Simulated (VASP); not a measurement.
# Mo (Im-3m) in VASP: further runs, part 2 of 2

VASP 6.6.1. The steps go on from the part before.

### Step 6. Single point, PBE

This run uses another cell than the first one, of 15.89 Å³/atom, 0.943 times its volume.

Input file INCAR:

```
PREC     = Accurate       # precision mode
ENCUT    = 520            # plane-wave cutoff, eV
EDIFF    = 1E-7           # SCF threshold, eV
ISMEAR   = 0              # smearing method
SIGMA    = 0.011          # smearing width, eV
LREAL    = F              # projectors in reciprocal space
LASPH    = T              # aspherical terms in the spheres
NELM     = 60             # most SCF steps
ALGO     = Normal         # electronic algorithm
ISIF     = 2              # what is computed and relaxed
LWAVE    = F              # write WAVECAR
LCHARG   = T              # write CHGCAR
GGA      = PE             # functional
LELF     = T              # ELF
LVHAR    = T            
NBANDS   = 13             # bands
```

Input file KPOINTS:

```
regular mesh
0
Gamma
  12 12 12
```

Input file POSCAR:

```
Mo
1.0
   -1.5838089719      1.5838089719      1.5838089719
    1.5838089719     -1.5838089719      1.5838089719
    1.5838089719      1.5838089719     -1.5838089719
Mo
1
Direct
    0.0000000000      0.0000000000      0.0000000000
```

Potentials or basis: VASP PAW PBE potentials, release 64 (Mo_sv).

Run with:

```bash
$ cat potpaw_PBE.64/Mo_sv/POTCAR > POTCAR
$ mpirun -np 1 vasp_std > vasp.out
```

OUTCAR:

```text
PREC = Accurate
   ENCUT = 520
   EDIFF = 1E-7
   ISMEAR = 0
   LREAL = F
   LASPH = T
   NELM = 60
   ISIF = 2
   GGA = PE

 ion  position               nearest neighbor table
   1  0.000  0.000  0.000-

  LATTYP: Found a body centered cubic cell.
 ALAT       =     3.1676179438

  Lattice vectors:

 A1 = (  -1.5838089719,   1.5838089719,   1.5838089719)
 A2 = (   1.5838089719,  -1.5838089719,   1.5838089719)
 A3 = (   1.5838089719,   1.5838089719,  -1.5838089719)

Analysis of symmetry for initial positions (statically):
=====================================================================
 Subroutine PRICEL returns:
 Original cell was already a primitive cell.

 Routine SETGRP: Setting up the symmetry group for a
 body centered cubic supercell.

 Subroutine GETGRP returns: Found 48 space group operations
 (whereof 48 operations were pure point group operations)
 out of a pool of 48 trial point group operations.

The static configuration has the point symmetry O_h .

Analysis of symmetry for dynamics (positions and initial velocities):
=====================================================================
 Subroutine PRICEL returns:
 Original cell was already a primitive cell.

 Routine SETGRP: Setting up the symmetry group for a
 body centered cubic supercell.

 Subroutine GETGRP returns: Found 48 space group operations
 (whereof 48 operations were pure point group operations)
 out of a pool of 48 trial point group operations.

The dynamic configuration has the point symmetry O_h .

 Subroutine INISYM returns: Found 48 space group operations
 (whereof 48 operations are pure point group operations),
 and found     1 'primitive' translations

----------------------------------------------------------------------------------------

                                     Primitive cell

  volume of cell :      15.8916

  direct lattice vectors                    reciprocal lattice vectors
    -1.583808972  1.583808972  1.583808972     0.000000000  0.315694638  0.315694638
     1.583808972 -1.583808972  1.583808972     0.315694638  0.000000000  0.315694638
     1.583808972  1.583808972 -1.583808972     0.315694638  0.315694638  0.000000000

  length of vectors
     2.743237609  2.743237609  2.743237609     0.446459639  0.446459639  0.446459639

  position of ions in fractional coordinates (direct lattice)
     0.000000000  0.000000000  0.000000000

  ion indices of the primitive-cell ions
   primitive index   ion index
                 1           1

----------------------------------------------------------------------------------------

 KPOINTS: regular mesh

Automatic generation of k-mesh.
 Grid dimensions read from file:
 generate k-points for:   12   12   12

 Generating k-lattice:

  Cartesian coordinates                     Fractional coordinates (reciprocal lattice)
     0.000000000  0.026307886  0.026307886     0.083333333  0.000000000  0.000000000
     0.026307886  0.000000000  0.026307886     0.000000000  0.083333333  0.000000000
     0.026307886  0.026307886  0.000000000     0.000000000  0.000000000  0.083333333

  Length of vectors
     0.037204970  0.037204970  0.037204970

  Shift w.r.t. Gamma in fractional coordinates (k-lattice)
     0.000000000  0.000000000  0.000000000

 Subroutine IBZKPT returns following result:
 ===========================================

 Found     72 irreducible k-points:

 Following reciprocal coordinates:
            Coordinates               Weight
  0.000000  0.000000  0.000000      1.000000
  0.083333  0.000000  0.000000     12.000000
  0.166667  0.000000  0.000000     12.000000
  0.250000  0.000000  0.000000     12.000000
  0.333333  0.000000  0.000000     12.000000
  0.416667  0.000000  0.000000     12.000000
[... 16 lines left out ...]
  0.333333  0.083333  0.083333     24.000000
  0.416667  0.083333  0.083333     12.000000
 [... further k-points ...]
   k-points           NKPTS =     72   k-points in BZ     NKDIM =     72   number of bands    NBANDS=     13
   number of dos      NEDOS =    301   number of ions     NIONS =      1
   total plane-waves  NPLWV =   8000
   dimension x,y,z NGX =    20 NGY =   20 NGZ =   20
   dimension x,y,z NGXF=    40 NGYF=   40 NGZF=   40
   ions per type =               1
   NGX,Y,Z   is equivalent  to a cutoff of  12.12, 12.12, 12.12 a.u.
   NGXF,Y,Z  is equivalent  to a cutoff of  24.24, 24.24, 24.24 a.u.
 SYSTEM =  unknown system
   PREC   = accura    normal or accurate (medium, high low for compatibility)
   ISTART =      0    job   : 0-new  1-cont  2-samecut
   ICHARG =      2    charge: 1-file 2-atom 10-const
   ISPIN  =      1    spin polarized calculation?
   LNONCOLLINEAR =      F non collinear calculations
   LSORBIT =      F    spin-orbit coupling
   LASPH  =      T    aspherical Exc in radial PAW
   ENCUT  =  520.0 eV  38.22 Ry    6.18 a.u.   5.10  5.10  5.10*2*pi/ulx,y,z
   NELM   =     60;   NELMIN=  2; NELMDL= -5     # of ELM steps
   EDIFF  = 0.1E-06   stopping-criterion for ELM
   LREAL  =      F    real-space projection
   EDIFFG = 0.1E-05   stopping-criterion for IOM
   NSW    =      0    number of steps for IOM
   IBRION =     -1    ionic relax: 0-MD 1-quasi-New 2-CG
   NFREE  =      0    steps in history (QN), initial steepest desc. (CG)
   ISIF   =      2    stress and relaxation
   ISYM   =      2    0-nonsym 1-usesym 2-fastsym
   POTIM  = 0.5000    time-step for ionic-motion
   TEBEG  =    0.0;   TEEND  =   0.0 temperature during run
   PSTRESS=    0.0 pullay stress
   NELECT =      14.0000    total number of electrons
   NUPDOWN=      -1.0000    fix difference up-down
   EMIN   =  10.00;   EMAX   =-10.00  energy-range for DOS
   EFERMI =   0.00;   METHOD = LEGACY
   ISMEAR =     0;   SIGMA  =   0.01  broadening in eV -4-tet -1-fermi 0-gaus
   EFERMI_NEDOS =   21; number of points for ismear=-14 and -15
   IALGO  =     38    algorithm
   IMIX   =      4    mixing-type and parameters
     AMIX     =   0.40;   BMIX     =  1.00
     AMIX_MAG =   1.60;   BMIX_MAG =  1.00
  volume/ion in A,a.u.               =      15.89       107.24
  Fermi-wavevector in a.u.,A,eV,Ry     =   1.569380  2.965698 33.510508  2.462953
  Thomas-Fermi vector in A             =   2.671271
   LORBIT       =      0    0 simple, 1 ext, 2 COOP (PROOUT), +10 PAW based schemes
   GGA     = PE    functional components
   LHFCALC =     F    Hartree Fock is set to
   AEXX    =    0.0000 exact exchange contribution
   IVDW    =     0    specifies the selected vdW correction
   LEPSILON=     F    determine dielectric tensor
   LRPA    =     F    only Hartree local field effects (RPA)
 non-spin polarized calculation
 Gauss-broadening in eV      SIGMA  =   0.01
  energy-cutoff  :      520.00
  volume of cell :       15.89
 maximum number of plane-waves:       442
   NGX = 11   NGY = 11   NGZ = 11

 number of electron      14.0000005 magnetization

 Free energy of the ion-electron system (eV)
  ---------------------------------------------------
  ext. energy  EPLUGINS =         0.00000000
  ---------------------------------------------------
  free energy    TOTEN  =       -10.94977322 eV

  energy without entropy =      -10.94973012  energy(sigma->0) =      -10.94975167

 E-fermi :  12.2756     XC(G=0): -13.2972

 val. band max:       12.2755918095   @ k =   0.5000   0.5000   0.0833
 cond. band min:      12.3344967693   @ k =  -0.3333   0.3333   0.2500
 fundamental gap:      0.0589049598
 Fermi energy:        12.2755921227

 k-point     1 :       0.0000    0.0000    0.0000
  band No.  band energies     occupation
      1     -48.9476      2.00000
      2     -22.2510      2.00000
      3     -22.2510      2.00000
      4     -22.2510      2.00000
      5       5.1490      2.00000
      6      10.9986      2.00000
      7      10.9986      2.00000
      8      10.9986      2.00000
      9      13.9631      0.00000
     10      13.9631      0.00000
     11      27.1363      0.00000
     12      27.1363      0.00000
     13      27.1363      0.00000

 k-point     2 :       0.0833    0.0000    0.0000
  band No.  band energies     occupation
      1     -48.9313      2.00000
      2     -22.3459      2.00000
      3     -22.2804      2.00000
      4     -22.2516      2.00000
      5       5.4477      2.00000
      6      10.8325      2.00000
      7      10.9674      2.00000
      8      11.2797      2.00000
      9      13.7325      0.00000
     10      13.9688      0.00000
     11      27.3483      0.00000
[... 339 lines left out ...]
 k-point    24 :       0.4167    0.0833    0.0833
  band No.  band energies     occupation
      1     -48.6951      2.00000
      2     -23.4927      2.00000
      3     -22.7385      2.00000
      4     -22.3502      2.00000
      5       7.6695      2.00000
      6       8.9980      2.00000
      7      12.6197      0.00000
      8      14.1429      0.00000
      9      14.6277      0.00000
     10      18.5629      0.00000
     11      23.1691      0.00000
     12      24.7769      0.00000
     13      28.1435      0.00000

 [... further k-points ...]
[... 5 lines left out ...]
  --------------------------------------------------------------------------------------
  -------------------------------------------------------------------------------------
  Total       -0.1422620     -0.1422620     -0.1422620      0.0000000      0.0000000     -0.0000000
  in kB      -14.3427032    -14.3427032    -14.3427032      0.0000000      0.0000000     -0.0000000
  external PRESSURE =     -14.3427032 kB  Pullay stress =       0.0000000 kB

 VOLUME and BASIS-vectors are now :
 -----------------------------------------------------------------------------
  energy-cutoff  :      520.00
  volume of cell :       15.89
      direct lattice vectors                 reciprocal lattice vectors
    -1.583808972  1.583808972  1.583808972     0.000000000  0.315694638  0.315694638
     1.583808972 -1.583808972  1.583808972     0.315694638  0.000000000  0.315694638
     1.583808972  1.583808972 -1.583808972     0.315694638  0.315694638  0.000000000

 POSITION                                       TOTAL-FORCE (eV/Angst)
 -----------------------------------------------------------------------------------
      0.00000      0.00000      0.00000         0.000000      0.000000      0.000000
 -----------------------------------------------------------------------------------
    total drift:                                0.000000     -0.000000      0.000000

  FREE ENERGIE OF THE ION-ELECTRON SYSTEM (eV)
  ---------------------------------------------------
  free  energy   TOTEN  =       -10.9497732212 eV

  energy  without entropy=      -10.9497301155  energy(sigma->0) =      -10.94975167
```

Wall time 5.2 s (1 thread of Intel Xeon 6975P-C (Granite Rapids), shared host); peak memory 0.13 GiB.

Results:

- Free energy: -10.9498 eV
- Pressure: -1.4 GPa
- Band gap on the k mesh: zero (band 7 reaches 16.22 eV, above the bottom of band 8 at 11.00 eV)

Levels at points of the mesh, in eV from the Fermi level:
| k point | band 5 | band 6 | band 7 | band 8 | band 9 | band 10 |
| --- | --- | --- | --- | --- | --- | --- |
| (0.00, 0.00, 0.00) | -7.13 | -1.28 | -1.28 | -1.28 | 1.69 | 1.69 |
| (0.50, 0.00, 0.00) | -5.17 | -3.27 | 1.62 | 1.71 | 2.32 | 4.68 |
| (0.50, 0.50, 0.50) | -5.26 | -5.26 | 3.94 | 3.94 | 3.94 | 8.99 |

### Step 7. Overview

| level | potentials or basis | cell | smearing | gap on the mesh (eV) | pressure (GPa) |
| --- | --- | --- | --- | --- | --- |
| LDA | VASP PAW LDA potentials, release 64 (Mo_sv) | a = 2.797 Å, angles 109.5°, 1 atom | fermi-dirac 0.05 eV | none | -25.2 |
| RPBE+D3(BJ) | VASP PAW PBE potentials, release 64 (Mo_sv) | a = 2.604 Å, angles 109.5°, 1 atom | fermi-dirac 0.05 eV | none | 1.1 |
| revPBE+D4 | VASP PAW PBE potentials, release 64 (Mo_sv) | a = 2.712 Å, angles 109.5°, 1 atom | fermi-dirac 0.05 eV | none | 0.6 |
| PBE | VASP PAW PBE potentials, release 64 (Mo_sv) | a = 2.743 Å, angles 109.5°, 1 atom | gaussian 0.018 eV | none | -1.4 |
| PBE | VASP PAW PBE potentials, release 64 (Mo_sv) | a = 2.743 Å, angles 109.5°, 1 atom | gaussian 0.011 eV | none | -1.4 |

Alike in all rows: task single point; no spin polarisation; k mesh 12 × 12 × 12; cutoff (eV) 520.

Caveats: the PAW data sets were made with another functional, which shifts forces and pressure a little (some runs); pairwise dispersion overbinds metals, which lowers pressure and volume (some runs).

Absolute energies hang on the potentials; compare differences alone.
